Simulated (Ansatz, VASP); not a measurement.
## Two plane-wave programs on Ir

The input INCAR:

```
SYSTEM = Ir
ALGO = Normal ; EDIFF = 1E-6
ENCUT = 520 ; GGA = CA
ISIF = 2 ; ISMEAR = 0
LASPH = .TRUE. ; LCHARG = .FALSE.
LREAL = .FALSE. ; LWAVE = .FALSE.
NBANDS = 10 ; NELM = 60
PREC = Accurate ; SIGMA = 0.15
```

The input KPOINTS:

```
k-points
0
G
  22 22 22
  0 0 0
```

Contents of POSCAR:

```
Ir
1.0
    0.0000000000      1.8097988792      2.1120352921
    1.8097988792      0.0000000000      2.1120352921
    1.8097988792      1.8097988792      0.0000000000
Ir
1
Direct
    0.0000000000      0.0000000000      0.0000000000
```

Input for Ansatz:

```yaml
crystal:
  lattice:
    - [0.0, 1.8097988792, 2.1120352921]
    - [1.8097988792, 0.0, 2.1120352921]
    - [1.8097988792, 1.8097988792, 0.0]
  atoms:
    - { symbol: Ir, position: [0.0, 0.0, 0.0] }
basis:
  ecutwfc: 420
kpoints:
  mp_grid: { grid: [22, 22, 22] }
hamiltonian:
  xc: lda
scf:
  occupations: { method: gaussian, width: 0.15 }
output:
  forces: true
  stress: true
  eigenvalues: true
```

Alike in both runs: task single point; functional LDA; k mesh 22 × 22 × 22; occupations gaussian, width 0.15 eV; no spin polarisation.

```csv
,VASP,Ansatz
version,VASP 6.6.1,Ansatz 0.2.0
potentials or method,"VASP PAW LDA potentials, release 64 (Ir), cutoff 520 eV","scalar-relativistic, plane waves, PAW"
valence electrons in the cell,9,17
```

```csv
,VASP,Ansatz,Ansatz less VASP
gap on the k mesh at the Fermi level (eV),none,none,-
pressure (GPa),9.3,6.7,-2.63
"traceless stress, the component that is largest in VASP (GPa)",-38.96,-39.03,-0.068
```

LDA's correlation is that of Perdew and Zunger in VASP and of Perdew and Wang (1992) in Ansatz. A gap of «none» marks a metal or a gap that the smearing closes. VASP's potentials hold 9 valence electrons a cell and Ansatz's 17, so a difference there can come from the potentials and not from the codes.

Neither program's run includes spin-orbit coupling.
